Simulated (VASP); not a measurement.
## P: single point with revPBE

The system is P.

```xyz
1
Lattice="-1.4676 1.4676 1.4676 1.4676 -1.4676 1.4676 1.4676 1.4676 -1.4676" Properties=species:S:1:pos:R:3 pbc="T T T"
P     0.0000    0.0000    0.0000
```

This cell differs from its parent crystal: volume scaled by 0.88.

```json
{
  "Program": "VASP 6.6.1",
  "Task": "single point",
  "Functional": "revPBE",
  "Potentials or basis": "VASP PAW PBE potentials, release 64 (P)",
  "Cutoff": "520 eV",
  "k mesh": "16 × 16 × 16",
  "Occupations": "fermi-dirac, width 0.1 eV",
  "Spin": "no spin polarisation",
  "Dipole correction": "no",
  "Further INCAR settings": "ALGO = Normal; EDIFF = 1e-06; NBANDS = 8"
}
```

The pressure is 14.6 GPa.

Levels at points of the mesh, in eV from the Fermi level:
```tsv
k point	band 1	band 2	band 3	band 4	band 5	band 6
(0.00, 0.00, 0.00)	-17.79	8.43	8.43	8.43	12.22	12.22
(0.50, 0.00, 0.00)	-10.39	-8.90	2.88	5.97	7.13	8.69
(0.50, 0.50, 0.50)	-3.22	-2.93	-2.93	-2.93	1.72	1.72
```

Wall time 8.9 s on 1 thread of Intel(R) Xeon(R) Platinum 8488C (Sapphire Rapids), on a shared host, peak memory 0.12 GiB.

Caveat: the PAW data sets were made with another functional, which shifts forces and pressure a little.
